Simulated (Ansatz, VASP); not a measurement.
Two plane-wave programs on Bi

File INCAR:

```
PREC = Accurate
ENCUT = 520
EDIFF = 1E-7
ISMEAR = -1
SIGMA = 0.08
LREAL = False
LASPH = True
NELM = 80
ALGO = Normal
ISIF = 2
LWAVE = False
LCHARG = True
GGA = PE
LELF = True
LVHAR = True
NBANDS = 14
```

Contents of KPOINTS:

```
regular mesh
0
Gamma
  13 13 13
```

Contents of POSCAR:

```
Bi
1.0
    2.8795588638      0.0000000000      0.0000000000
    0.0000000000      2.8795588638      0.0000000000
    0.0000000000      0.0000000000      2.8795588638
Bi
1
Direct
    0.0000000000      0.0000000000      0.0000000000
```

Input for Ansatz:

```yaml
crystal:
  lattice:
    - [2.8795588638, 0.0, 0.0]
    - [0.0, 2.8795588638, 0.0]
    - [0.0, 0.0, 2.8795588638]
  atoms:
    - { symbol: Bi, position: [0.0, 0.0, 0.0] }
kpoints:
  mp_grid: { grid: [13, 13, 13] }
scf:
  occupations: { method: fermi_dirac, width: 0.08 }
hamiltonian:
  xc: pbe
  pseudopotentials: { kind: nc }
output:
  forces: true
  stress: true
  eigenvalues: true
```

Change from the starting cell: volume scaled by 0.68, norm-conserving files.

Alike in both runs: task single point; functional PBE; k mesh 13 × 13 × 13; occupations fermi-dirac, width 0.08 eV; no spin polarisation.

|  | VASP | Ansatz |
| --- | --- | --- |
| version | VASP 6.6.1 | Ansatz 0.2.0 |
| potentials or method | VASP PAW PBE potentials, release 64 (Bi_d) | norm-conserving pseudopotentials, scalar-relativistic |
| plane-wave cutoff (eV) | 520 | 898 |
| valence electrons in the cell | 15 | 15 |

|  | VASP | Ansatz | Ansatz less VASP |
| --- | --- | --- | --- |
| pressure (GPa) | 44.3 | 44.6 | +0.30 |

Both programs put the cell under a high pressure, so it lies far from rest at this level.

Spin-orbit coupling is off throughout.
